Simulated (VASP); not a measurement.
Runs of VASP 6.6.1 on WC. The structure is that of space group P-6m2 (No. 187), or close to it. The cells are those of the table. 

```tsv
task	cell	k mesh	cutoff (eV)	smearing	gap on the mesh (eV)	pressure (GPa)
single point	a = 3.012, b = 3.012, c = 2.980 Å, angles 90.0, 90.0, 120.0°, 2 atoms	18 × 18 × 14	520	gaussian 0.1 eV	none	(a)
single point	a = 2.899, b = 2.899, c = 2.827 Å, angles 90.0, 90.0, 120.0°, 2 atoms	18 × 18 × 14	520	fermi-dirac 0.15 eV	none	1.3
relaxation of shape and atoms at fixed volume	relaxed from a = 2.880, b = 2.880, c = 2.808 Å, angles 90.0, 90.0, 120.0°, 2 atoms	18 × 18 × 14	600	fermi-dirac 0.15 eV	none	9.9
relaxation of shape and atoms at fixed volume	relaxed from a = 2.919, b = 2.919, c = 2.845 Å, angles 90.0, 90.0, 120.0°, 2 atoms	18 × 18 × 14	600	fermi-dirac 0.15 eV	none	-6.6
single point	a = 2.878, b = 2.878, c = 2.811 Å, angles 90.0, 90.0, 120.0°, 2 atoms	18 × 18 × 14	520	fermi-dirac 0.15 eV	none	10.0
single point	a = 2.898, b = 2.898, c = 2.828 Å, angles 90.0, 90.0, 120.0°, 2 atoms	24 × 24 × 24	520	gaussian 0.15 eV	none	1.3
relaxation of cell and atoms	relaxed from a = 2.898, b = 2.898, c = 2.828 Å, angles 90.0, 90.0, 120.0°, 2 atoms	18 × 18 × 14	600	fermi-dirac 0.15 eV	none	0.0
single point	a = 2.898, b = 2.898, c = 2.828 Å, angles 90.0, 90.0, 120.0°, 2 atoms	24 × 24 × 22	520	gaussian 0.15 eV	none	1.3
single point	a = 2.920, b = 2.920, c = 2.842 Å, angles 90.0, 90.0, 120.0°, 2 atoms	18 × 18 × 14	520	fermi-dirac 0.15 eV	none	-6.5
```

Alike in all rows: level PBEsol; potentials or basis VASP PAW PBE potentials, release 64 (W_sv, C); no spin polarisation.

Question: Estimate the missing entries.

Answer: (a) -39.8.

Caveats: the PAW data sets were made with another functional, which shifts forces and pressure a little; spin-orbit coupling is left out, which moves the levels of the heavy elements; the cell stands under tension (at least some runs); the cell stands under pressure (at least some runs).

A k mesh can miss the band edges, and the runs leave out spin-orbit coupling on W.

A gap of «none» marks levels without a gap at the run's occupations.
